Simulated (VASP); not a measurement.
Write the native input for VASP 6.6.1 that does the following.

```yaml
Task: single point
Functional: PBEsol
Potentials_or_basis: VASP PAW PBE potentials, release 64 (Sn_d, As)
Cutoff: 520 eV
k_mesh: 7 × 7 × 7
Occupations: gaussian, width 0.15 eV
Spin: no spin polarisation
Dipole_correction: no
Further_INCAR_settings: ALGO = Normal; EDIFF = 1e-07; NBANDS = 16
```

The structure of SnAs lies in POSCAR:

```
SnAs
1.0
    0.0000000000      2.8778792866      2.8778792866
    2.8778792866      0.0000000000      2.8778792866
    2.8778792866      2.8778792866      0.0000000000
Sn As
1 1
Direct
    0.0000000000      0.0000000000      0.0000000000
    0.5000000000      0.5000000000      0.5000000000
```

One way to write it, as run:

INCAR

```
  PREC = Accurate
  ENCUT = 520
  EDIFF = 1E-7
  ISMEAR = 0
  SIGMA = 0.15
  LREAL = False
  LASPH = True
  NELM = 100
  ALGO = Normal
  ISIF = 2
  LWAVE = False
  LCHARG = False
  GGA = PS
  NBANDS = 16
```

KPOINTS

```
Automatic mesh
0
Gamma
  7 7 7
```

Potentials or basis: VASP PAW PBE potentials, release 64 (Sn_d, As).

Launch:

```bash
$ cat potpaw_PBE.64/Sn_d/POTCAR potpaw_PBE.64/As/POTCAR > POTCAR
$ mpirun -np 1 vasp_std > vasp.out
```

It gave:

- Pressure: -1.4 GPa

Caveat: the PAW data sets were made with another functional, which shifts forces and pressure a little.

It took 7.2 s on 1 thread of Intel(R) Xeon(R) 6975P-C (Granite Rapids) (shared host), peak memory 0.17 GiB.
